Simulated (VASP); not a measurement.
# MoS2 (P6_3/mmc) in VASP: a series of runs

The runs below take MoS2 through single point, with LDA.

Program: VASP 6.6.1. These are calculated values, not measurements. Logs are shortened: lines on timing, memory, paths and dates and some standing lists are left out, and cuts for length are marked.

## 1. The cell of the first run

Symmetry: P6_3/mmc, No. 194, hexagonal system. Conventional cell: a = 3.153 Å, b = 3.153 Å, c = 12.004 Å, α = 90.00°, β = 90.00°, γ = 120.00°. Mo (site symmetry -6m2) has 6 S at 2.39 Å and 6 Mo at 3.15 Å within 3.2 Å. Within 3.2 Å of S (site symmetry 3m) lie 3 Mo at 2.39 Å and 7 S at 3.09 to 3.15 Å.

## 2. Single point, LDA (in-plane strain +0.01)

File INCAR:

```
SYSTEM = MoS2
  PREC = Accurate
  ENCUT = 500
  EDIFF = 1E-6
  ISMEAR = 0
  SIGMA = 0.01
  LREAL = .FALSE.
  LASPH = .TRUE.
  NELM = 120
  ALGO = Normal
  ISIF = 2
  LWAVE = .FALSE.
  LCHARG = .FALSE.
  NBANDS = 35
  GGA_COMPAT = .FALSE.
```

File KPOINTS:

```
Automatic mesh
0
G
  6 6 2
  0 0 0
```

File POSCAR:

```
MoS2
1.0
    3.1533901883      0.0000000000      0.0000000000
   -1.5766950942      2.7309160112      0.0000000000
    0.0000000000      0.0000000000     12.0036037214
Mo S
2 4
Direct
    0.3333333333      0.6666666667      0.2500000000
    0.6666666667      0.3333333333      0.7500000000
    0.3333333333      0.6666666667      0.6212940471
    0.6666666667      0.3333333333      0.1212940471
    0.3333333333      0.6666666667      0.8787059529
    0.6666666667      0.3333333333      0.3787059529
```

Potentials or basis: VASP PAW LDA potentials, release 64 (Mo_sv, S).

Launch:

```
cat potpaw_LDA.64/Mo_sv/POTCAR potpaw_LDA.64/S/POTCAR > POTCAR
mpirun -np 1 vasp_std > vasp.out
```

OUTCAR:

```text
SYSTEM = MoS2
   PREC = Accurate
   ENCUT = 500
   EDIFF = 1E-6
   ISMEAR = 0
   LREAL = .FALSE.
   LASPH = .TRUE.
   NELM = 120
   ISIF = 2

 ion  position               nearest neighbor table
   1  0.333  0.667  0.250-   4 2.39   6 2.39   4 2.39   6 2.39   4 2.39   6 2.39
   2  0.667  0.333  0.750-   3 2.39   5 2.39   3 2.39   5 2.39   3 2.39   5 2.39
   3  0.333  0.667  0.621-   2 2.39   2 2.39   2 2.39
   4  0.667  0.333  0.121-   1 2.39   1 2.39   1 2.39
   5  0.333  0.667  0.879-   2 2.39   2 2.39   2 2.39
   6  0.667  0.333  0.379-   1 2.39   1 2.39   1 2.39

  LATTYP: Found a hexagonal cell.
 ALAT       =     3.1533901883
 C/A-ratio  =     3.8065710250

  Lattice vectors:

 A1 = (   3.1533901883,   0.0000000000,   0.0000000000)
 A2 = (  -1.5766950942,   2.7309160112,   0.0000000000)
 A3 = (   0.0000000000,   0.0000000000,  12.0036037214)

Analysis of symmetry for initial positions (statically):
=====================================================================
 Subroutine PRICEL returns:
 Original cell was already a primitive cell.

 Routine SETGRP: Setting up the symmetry group for a
 hexagonal supercell.

 Subroutine GETGRP returns: Found 24 space group operations
 (whereof 12 operations were pure point group operations)
 out of a pool of 24 trial point group operations.

The static configuration has the point symmetry D_3d.
 The point group associated with its full space group is D_6h.

Analysis of symmetry for dynamics (positions and initial velocities):
=====================================================================
 Subroutine PRICEL returns:
 Original cell was already a primitive cell.

 Routine SETGRP: Setting up the symmetry group for a
 hexagonal supercell.

 Subroutine GETGRP returns: Found 24 space group operations
 (whereof 12 operations were pure point group operations)
 out of a pool of 24 trial point group operations.

The dynamic configuration has the point symmetry D_3d.
 The point group associated with its full space group is D_6h.

 Subroutine INISYM returns: Found 24 space group operations
 (whereof 12 operations are pure point group operations),
 and found     1 'primitive' translations

----------------------------------------------------------------------------------------

                                     Primitive cell

  volume of cell :     103.3708

  direct lattice vectors                    reciprocal lattice vectors
     3.153390188  0.000000000  0.000000000     0.317119018  0.183088750  0.000000000
    -1.576695094  2.730916011  0.000000000     0.000000000  0.366177501  0.000000000
     0.000000000  0.000000000 12.003603721     0.000000000  0.000000000  0.083308315

  length of vectors
     3.153390188  3.153390188 12.003603721     0.366177501  0.366177501  0.083308315

  position of ions in fractional coordinates (direct lattice)
     0.333333333  0.666666667  0.250000000
     0.666666667  0.333333333  0.750000000
     0.333333333  0.666666667  0.621294047
     0.666666667  0.333333333  0.121294047
     0.333333333  0.666666667  0.878705953
     0.666666667  0.333333333  0.378705953

  ion indices of the primitive-cell ions
   primitive index   ion index
                 1           1
                 2           2
                 3           3
                 4           4
                 5           5
                 6           6

----------------------------------------------------------------------------------------

 KPOINTS: Automatic mesh

Automatic generation of k-mesh.
 Grid dimensions read from file:
 generate k-points for:    6    6    2

 Generating k-lattice:

  Cartesian coordinates                     Fractional coordinates (reciprocal lattice)
     0.052853170  0.030514792  0.000000000     0.166666667 -0.000000000  0.000000000
     0.000000000  0.061029583  0.000000000     0.000000000  0.166666667  0.000000000
     0.000000000  0.000000000  0.041654158     0.000000000  0.000000000  0.500000000

  Length of vectors
     0.061029583  0.061029583  0.041654158

  Shift w.r.t. Gamma in fractional coordinates (k-lattice)
     0.000000000  0.000000000  0.000000000

 Subroutine IBZKPT returns following result:
 ===========================================

 Found     14 irreducible k-points:

 Following reciprocal coordinates:
            Coordinates               Weight
  0.000000  0.000000  0.000000      1.000000
  0.166667 -0.000000  0.000000      6.000000
  0.333333  0.000000  0.000000      6.000000
  0.500000  0.000000  0.000000      3.000000
  0.166667  0.166667  0.000000      6.000000
  0.333333  0.166667  0.000000     12.000000
  0.333333  0.333333  0.000000      2.000000
  0.000000  0.000000  0.500000      1.000000
  0.166667 -0.000000  0.500000      6.000000
  0.333333  0.000000  0.500000      6.000000
  0.500000  0.000000  0.500000      3.000000
  0.166667  0.166667  0.500000      6.000000
  0.333333  0.166667  0.500000     12.000000
  0.333333  0.333333  0.500000      2.000000
   k-points           NKPTS =     14   k-points in BZ     NKDIM =     14   number of bands    NBANDS=     35
   number of dos      NEDOS =    301   number of ions     NIONS =      6
   total plane-waves  NPLWV =  51840
   dimension x,y,z NGX =    24 NGY =   24 NGZ =   90
   dimension x,y,z NGXF=    48 NGYF=   48 NGZF=  180
   ions per type =               2   4
   NGX,Y,Z   is equivalent  to a cutoff of  12.65, 12.65, 12.46 a.u.
   NGXF,Y,Z  is equivalent  to a cutoff of  25.31, 25.31, 24.93 a.u.
 SYSTEM =  MoS2
   PREC   = accura    normal or accurate (medium, high low for compatibility)
   ISTART =      0    job   : 0-new  1-cont  2-samecut
   ICHARG =      2    charge: 1-file 2-atom 10-const
   ISPIN  =      1    spin polarized calculation?
   LNONCOLLINEAR =      F non collinear calculations
   LSORBIT =      F    spin-orbit coupling
   LASPH  =      T    aspherical Exc in radial PAW
   ENCUT  =  500.0 eV  36.75 Ry    6.06 a.u.   5.75  5.75 21.89*2*pi/ulx,y,z
   NELM   =    120;   NELMIN=  2; NELMDL= -5     # of ELM steps
   EDIFF  = 0.1E-05   stopping-criterion for ELM
   LREAL  =      F    real-space projection
   EDIFFG = 0.1E-04   stopping-criterion for IOM
   NSW    =      0    number of steps for IOM
   IBRION =     -1    ionic relax: 0-MD 1-quasi-New 2-CG
   NFREE  =      0    steps in history (QN), initial steepest desc. (CG)
   ISIF   =      2    stress and relaxation
   ISYM   =      2    0-nonsym 1-usesym 2-fastsym
   POTIM  = 0.5000    time-step for ionic-motion
   TEBEG  =    0.0;   TEEND  =   0.0 temperature during run
   PSTRESS=    0.0 pullay stress
   NELECT =      52.0000    total number of electrons
   NUPDOWN=      -1.0000    fix difference up-down
   EMIN   =  10.00;   EMAX   =-10.00  energy-range for DOS
   EFERMI =   0.00;   METHOD = LEGACY
   ISMEAR =     0;   SIGMA  =   0.01  broadening in eV -4-tet -1-fermi 0-gaus
   EFERMI_NEDOS =   21; number of points for ismear=-14 and -15
   IALGO  =     38    algorithm
   IMIX   =      4    mixing-type and parameters
     AMIX     =   0.40;   BMIX     =  1.00
     AMIX_MAG =   1.60;   BMIX_MAG =  1.00
  volume/ion in A,a.u.               =      17.23       116.26
  Fermi-wavevector in a.u.,A,eV,Ry     =   1.301997  2.460418 23.064551  1.695197
  Thomas-Fermi vector in A             =   2.433094
   LORBIT       =      0    0 simple, 1 ext, 2 COOP (PROOUT), +10 PAW based schemes
   GGA     = CA    functional components
   LHFCALC =     F    Hartree Fock is set to
   AEXX    =    0.0000 exact exchange contribution
   IVDW    =     0    specifies the selected vdW correction
   LEPSILON=     F    determine dielectric tensor
   LRPA    =     F    only Hartree local field effects (RPA)
 non-spin polarized calculation
 Gauss-broadening in eV      SIGMA  =   0.01
  energy-cutoff  :      500.00
  volume of cell :      103.37
 maximum number of plane-waves:      2652
 NGX is ok and might be reduce to    24
   NGX = 11   NGY = 11   NGZ = 43

 number of electron      52.0000003 magnetization

 Free energy of the ion-electron system (eV)
  ---------------------------------------------------
  ext. energy  EPLUGINS =         0.00000000
  ---------------------------------------------------
  free energy    TOTEN  =       -48.94095481 eV

  energy without entropy =      -48.94095481  energy(sigma->0) =      -48.94095481

 E-fermi :   8.0509     XC(G=0): -11.3153

 val. band max:        7.9730634333   @ k =   0.0000   0.0000   0.0000
 cond. band min:       8.6703893158   @ k =   0.1667   0.1667   0.0000
 fundamental gap:      0.6973258826
 Fermi energy:         8.0509179928

 k-point     1 :       0.0000    0.0000    0.0000
  band No.  band energies     occupation
      1     -53.3158      2.00000
      2     -53.3158      2.00000
      3     -27.6884      2.00000
      4     -27.6883      2.00000
      5     -27.4358      2.00000
      6     -27.4358      2.00000
[... 27 lines left out ...]
     34      10.3824      0.00000
     35      13.3492      0.00000

 k-point     2 :       0.1667   -0.0000    0.0000
  band No.  band energies     occupation
      1     -53.3048      2.00000
      2     -53.3048      2.00000
      3     -27.6669      2.00000
      4     -27.6668      2.00000
      5     -27.5441      2.00000
      6     -27.5441      2.00000
[... 27 lines left out ...]
     34      10.6779      0.00000
     35      14.9358      0.00000

 k-point     3 :       0.3333    0.0000    0.0000
  band No.  band energies     occupation
      1     -53.2826      2.00000
      2     -53.2826      2.00000
      3     -27.7553      2.00000
      4     -27.7553      2.00000
      5     -27.6237      2.00000
      6     -27.6236      2.00000
[... 27 lines left out ...]
     34      11.5765      0.00000
     35      14.3798      0.00000
[... 343 lines left out ...]
 k-point    13 :       0.3333    0.1667    0.5000
  band No.  band energies     occupation
      1     -53.2715      2.00000
      2     -53.2715      2.00000
      3     -27.8058      2.00000
      4     -27.8058      2.00000
      5     -27.6020      2.00000
      6     -27.6020      2.00000
[... 27 lines left out ...]
     34      11.7105      0.00000
     35      14.3966      0.00000

 k-point    14 :       0.3333    0.3333    0.5000
  band No.  band energies     occupation
      1     -53.2660      2.00000
      2     -53.2660      2.00000
      3     -27.7551      2.00000
      4     -27.7551      2.00000
      5     -27.7049      2.00000
      6     -27.7049      2.00000
[... 27 lines left out ...]
     34      12.0789      0.00000
     35      14.5088      0.00000

------------------------ aborting loop because EDIFF is reached ----------------------------------------

  FORCE on cell =-STRESS in cart. coord.  units (eV):
  Direction    XX          YY          ZZ          XY          YZ          ZX
  --------------------------------------------------------------------------------------
  -------------------------------------------------------------------------------------
  Total       -1.8548734     -1.8548734     -0.0966323      0.0000000      0.0000000      0.0000000
  in kB      -28.7492910    -28.7492910     -1.4977365      0.0000000      0.0000000      0.0000000
  external PRESSURE =     -19.6654395 kB  Pullay stress =       0.0000000 kB

 VOLUME and BASIS-vectors are now :
 -----------------------------------------------------------------------------
  energy-cutoff  :      500.00
  volume of cell :      103.37
      direct lattice vectors                 reciprocal lattice vectors
     3.153390188  0.000000000  0.000000000     0.317119018  0.183088750  0.000000000
    -1.576695094  2.730916011  0.000000000     0.000000000  0.366177501  0.000000000
     0.000000000  0.000000000 12.003603721     0.000000000  0.000000000  0.083308315

 POSITION                                       TOTAL-FORCE (eV/Angst)
 -----------------------------------------------------------------------------------
     -0.00000      1.82061      3.00090        -0.000000      0.000000      0.000000
      1.57670      0.91031      9.00270         0.000000     -0.000000      0.000000
     -0.00000      1.82061      7.45777         0.000000      0.000000      0.015888
      1.57670      0.91031      1.45597        -0.000000      0.000000      0.015888
     -0.00000      1.82061     10.54764         0.000000     -0.000000     -0.015888
      1.57670      0.91031      4.54584        -0.000000     -0.000000     -0.015888
 -----------------------------------------------------------------------------------
    total drift:                                0.000000     -0.000000      0.000000

  FREE ENERGIE OF THE ION-ELECTRON SYSTEM (eV)
  ---------------------------------------------------
  free  energy   TOTEN  =       -48.9409548108 eV

  energy  without entropy=      -48.9409548108  energy(sigma->0) =      -48.94095481
```

It took 19 s on 1 thread of Intel Xeon 6975P-C (Granite Rapids), shared host; peak memory 0.19 GiB.

What came out:

```yaml
Free_energy: -48.9410 eV
Pressure: -2.0 GPa
Largest_force: 0.016 eV/Å
Band_gap_on_the_k_mesh: 0.70 eV (least direct gap 1.65 eV)
```

Forces on the atoms (eV/Å):
```
Mo   0.000  0.000  0.000
Mo   0.000  0.000  0.000
S    0.000  0.000  0.016
S    0.000  0.000  0.016
S    0.000  0.000 -0.016
S    0.000  0.000 -0.016
```

Levels at points of the mesh, in eV from the valence-band top:
```
           k point  band 22  band 23  band 24  band 25  band 26  band 27  band 28  band 29  band 30  band 31
(0.00, 0.00, 0.00)    -2.36    -2.36    -1.35    -1.10     0.00     1.98     1.98     2.01     2.01     2.18
(0.50, 0.00, 0.00)    -2.58    -1.94    -1.68    -1.61    -1.43     1.46     1.52     1.86     2.17     2.70
(0.00, 0.00, 0.50)    -2.39    -2.39    -2.39    -0.27    -0.27     1.98     1.98     1.98     1.98     2.30
(0.50, 0.00, 0.50)    -2.77    -1.81    -1.81    -1.51    -1.51     1.48     1.48     2.03     2.03     3.10
```

Caveat: the cell differs from its parent crystal (in-plane strain +0.01). A k mesh can miss the band edges.

(Part 1 of 3 ends here.)
